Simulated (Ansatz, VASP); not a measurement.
**Two plane-wave programs on SrO**

```
Sr O
1.0
     4.26978    0.00000    0.00000
    -2.13489    3.69773    0.00000
     0.00000    0.00000    5.14453
Sr O
2 2
Direct
  0.33333 0.66667 0.93776
  0.66667 0.33333 0.43776
  0.33333 0.66667 0.43724
  0.66667 0.33333 0.93724
```

Alike in both runs: functional r2SCAN; k mesh 6 × 6 × 4; no spin polarisation.

Ansatz relaxed the structure, and its values are those at the end. VASP's run is a single point on that final structure, the one shown.

```csv
,VASP,Ansatz
version,VASP 6.6.1,Ansatz 0.2.0
potentials or method,"VASP PAW PBE potentials, release 64 (Sr_sv, O)","plane waves, PAW"
plane-wave cutoff (eV),520,500
occupations,"gaussian, width 0.01 eV",fixed
valence electrons in the cell,32,32
```

Ansatz gave:

```
pressure (GPa)                     : 0.0
rms of the force components (eV/Å) : 0.004
```

Task: What did VASP give for the same quantities?

Result: Pressure (GPa): 0.5; rms of the force components (eV/Å): 0.004.

VASP's potentials were made for PBE, not for r2SCAN.
